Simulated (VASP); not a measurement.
A run of VASP 6.6.1 is set up as follows.

INCAR

```
ALGO     = Normal         # electronic algorithm
EDIFF    = 1E-6           # SCF threshold, eV
ENCUT    = 520            # plane-wave cutoff, eV
GGA      = PE             # functional
ISIF     = 2              # what is computed and relaxed
ISMEAR   = 0              # smearing method
IVDW     = 12             # dispersion correction
LASPH    = True           # aspherical terms in the spheres
LCHARG   = False          # write CHGCAR
LREAL    = Auto         
LWAVE    = False          # write WAVECAR
NBANDS   = 73             # bands
NELM     = 100            # most SCF steps
PREC     = Accurate       # precision mode
SIGMA    = 0.02           # smearing width, eV
```

Contents of KPOINTS:

```
k-points
0
Gamma
  4 4 2
```

Contents of POSCAR:

```
H18C8N4O5
1.0
    5.1597534336     -2.4437803262      0.0167404470
    5.1597534336      2.4437803262      0.0167404470
   -0.1843267570      0.0000000000     11.5007538977
H C N O
18 8 4 5
Direct
    0.7576803729      0.3303660687      0.7673892025
    0.6696339313      0.2423196271      0.2326107975
    0.9286915712      0.0318077402      0.6025263988
    0.9681922598      0.0713084288      0.3974736012
    0.0881678943      0.1773678880      0.9453994635
    0.8226321120      0.9118321057      0.0546005365
    0.3846354758      0.9264287858      0.8655830912
    0.0735712142      0.6153645242      0.1344169088
    0.1629375229      0.3002577118      0.8277607663
    0.6997422882      0.8370624771      0.1722392337
    0.4309563069      0.8325871745      0.5294335893
    0.1674128255      0.5690436931      0.4705664107
    0.5486569110      0.8529272234      0.6702940784
    0.1470727766      0.4513430890      0.3297059216
    0.2528827041      0.1906867636      0.5970180167
    0.8093132364      0.7471172959      0.4029819833
    0.6352048471      0.4839793620      0.0409333572
    0.5160206380      0.3647951529      0.9590666428
    0.9135168542      0.8939484971      0.8285325067
    0.1060515029      0.0864831458      0.1714674933
    0.9717218161      0.1011135380      0.7796822597
    0.8988864620      0.0282781839      0.2203177403
    0.1176019357      0.9423880404      0.6643409536
    0.0576119596      0.8823980643      0.3356590464
    0.3515869249      0.9549413794      0.6126998131
    0.0450586206      0.6484130751      0.3873001869
    0.0719321665      0.6330200766      0.7729784040
    0.3669799234      0.9280678335      0.2270215960
    0.1645873415      0.1238075326      0.8586975821
    0.8761924674      0.8354126585      0.1413024179
    0.2557316163      0.6279177683      0.6866248176
    0.3720822317      0.7442683837      0.3133751824
    0.7282841045      0.9713754713      0.9110769811
    0.0286245287      0.2717158955      0.0889230189
    0.4491646559      0.5508353441      0.0000000000
```

Potentials or basis: VASP PAW PBE potentials, release 64 (H, C, N, O).

The run is started by

```sh
$ cat potpaw_PBE.64/H/POTCAR potpaw_PBE.64/C/POTCAR potpaw_PBE.64/N/POTCAR potpaw_PBE.64/O/POTCAR > POTCAR
$ mpirun -np 1 vasp_std > vasp.out
```

Problem. What does it give for the pressure?

Solution. 0.2 GPa.

Problem. Predict the dispersion energy per atom.

Solution. -0.064 eV.

Problem. What does it give for the largest force?

Solution. 0.296 eV/Å.

Problem. What does it give for the band gap on the k mesh?

Solution. 3.69 eV (least direct gap 3.78 eV).

Stress tensor (GPa, compression positive):
```
 0.23  0.00 -0.18
 0.00  0.14  0.00
-0.18  0.00  0.24
```

A k mesh can miss the band edges. A hybrid or GW would open this gap; PBE tends to underestimate it.
